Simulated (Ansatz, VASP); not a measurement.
Two plane-wave programs on GaP

The input POSCAR:

```
GaP
1.0
    2.6979975000      2.6979975000      0.0000000000
   -2.6979975000      2.6979975000      0.0000000000
    0.0000000000      2.6979975000      2.7490679976
Ga P
1 1
Direct
    0.0000000000      0.0000000000      0.0000000000
    0.7500000000      0.2500000000      0.5000000000
```

INCAR.step1

```
SYSTEM = GaP
ALGO = Normal
EDIFF = 1E-4
ENCUT = 520
GGA = PE
ISMEAR = 0
LASPH = .TRUE.
LCHARG = .FALSE.
LREAL = .FALSE.
LWAVE = .TRUE.
NBANDS = 16
NELM = 100
PREC = Accurate
SIGMA = 0.01
```

File INCAR.step2:

```
SYSTEM = GaP
ALGO = Normal
EDIFF = 1E-6
ENCUT = 520
ISIF = 2
ISMEAR = 0
ISTART = 1
LASPH = .TRUE.
LCHARG = .FALSE.
LMIXTAU = .TRUE.
LREAL = .FALSE.
LWAVE = .FALSE.
METAGGA = R2SCAN
NBANDS = 16
NELM = 100
PREC = Accurate
SIGMA = 0.01
```

KPOINTS

```
k-points
0
G
  8 8 8
  0 0 0
```

Input for Ansatz:

```yaml
crystal:
  lattice:
    - [2.6979975, 2.6979975, 0.0]
    - [-2.6979975, 2.6979975, 0.0]
    - [0.0, 2.6979975, 2.74906799762]
  atoms:
    - { symbol: Ga, position: [0.0, 0.0, 0.0] }
    - { symbol: P, position: [0.75, 0.25, 0.5] }
kpoints:
  mp_grid: { grid: [8, 8, 8] }
scf:
  occupations: { method: fixed }
  convergence: { dr2_threshold: 1.0e-10 }
hamiltonian:
  xc: r2scan
  pseudopotentials: { kind: paw }
output:
  forces: true
  stress: true
  eigenstates:
    kpoints:
      - [0.0, 0.0, 0.0]
      - [0.425078193, -0.425078193, 0.0]
      - [0.425078193, 0.425078193, 0.425078193]
      - [0.0, 0.0, 0.425078193]
      - [0.5, 0.0, 0.0]
      - [0.0, 0.5, 0.5]
      - [0.0, -0.5, 0.0]
      - [0.5, 0.0, 0.5]
      - [-0.5, -0.5, -0.5]
      - [-0.5, 0.5, 0.0]
      - [0.0, 0.0, -0.5]
  eigenvalues: true
```

Change from the starting cell: film at in-plane strain -0.01.

Alike in both runs: task single point; functional r2SCAN; k mesh 8 × 8 × 8; no spin polarisation.

```csv
,VASP,Ansatz
version,VASP 6.6.1,Ansatz 0.2.0
potentials or method,"VASP PAW PBE potentials, release 64 (Ga_d, P)","PAW with Ansatz's default frozen-core files, scalar-relativistic"
plane-wave cutoff (eV),520,500
occupations,"gaussian, width 0.01 eV",fixed
valence electrons in the cell,18,18
```

Ansatz gave:

- gap on the k mesh at the Fermi level (eV): 1.78
- pressure (GPa): 1.1
- traceless stress, the component that is largest in VASP (GPa): -1.06

**Question.** Which values does VASP return?

**Answer.** gap on the k mesh at the Fermi level (eV): 1.79; pressure (GPa): 1.0; traceless stress, the component that is largest in VASP (GPa): -1.07.

VASP's potentials were made for PBE, not for r2SCAN.
